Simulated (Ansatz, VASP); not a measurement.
## MgZn2O4 in VASP and in Ansatz

```xyz
14
Lattice="5.3243 0.0000 0.0000 0.0000 9.3839 0.0000 0.0000 0.0000 2.9890" Properties=species:S:1:pos:R:3 pbc="T T T"
Zn    0.3312    3.0235    1.4945
Zn    4.9932    6.3604    1.4945
Zn    2.9933    1.6685    1.4945
Zn    2.3310    7.7154    1.4945
Mg    0.0000    0.0000    0.0000
Mg    2.6622    4.6919    0.0000
O     1.2219    0.4063    1.4945
O     4.1024    8.9775    1.4945
O     3.8841    4.2856    1.4945
O     1.4402    5.0983    1.4945
O     1.9817    2.9475    0.0000
O     3.3426    6.4364    0.0000
O     4.6439    1.7445    0.0000
O     0.6804    7.6394    0.0000
```

Alike in both runs: task single point; functional r2SCAN; k mesh 6 × 4 × 10; no spin polarisation.

```csv
,VASP,Ansatz
version,VASP 6.6.1,Ansatz 0.2.0
potentials or method,"VASP PAW PBE potentials, release 64 (Zn, Mg, O), cutoff 520 eV",PAW plane waves
occupations,"fermi-dirac, width 0.1 eV",fermi-dirac
valence electrons in the cell,100,116
```

VASP gave:

- pressure (GPa): -5.1
- traceless stress, the component that is largest in VASP (GPa): -8.52
- rms of the force components (eV/Å): 1.165

What did Ansatz give for the same quantities?

Pressure (GPa): -5.3; traceless stress, the component that is largest in VASP (GPa): -8.54; rms of the force components (eV/Å): 1.180.

VASP's potentials were made for PBE, not for r2SCAN. Atom by atom the forces differ by 0.023 eV/Å (rms over components). VASP's potentials hold 100 valence electrons a cell and Ansatz's 116, so a difference there can come from the potentials and not from the codes.
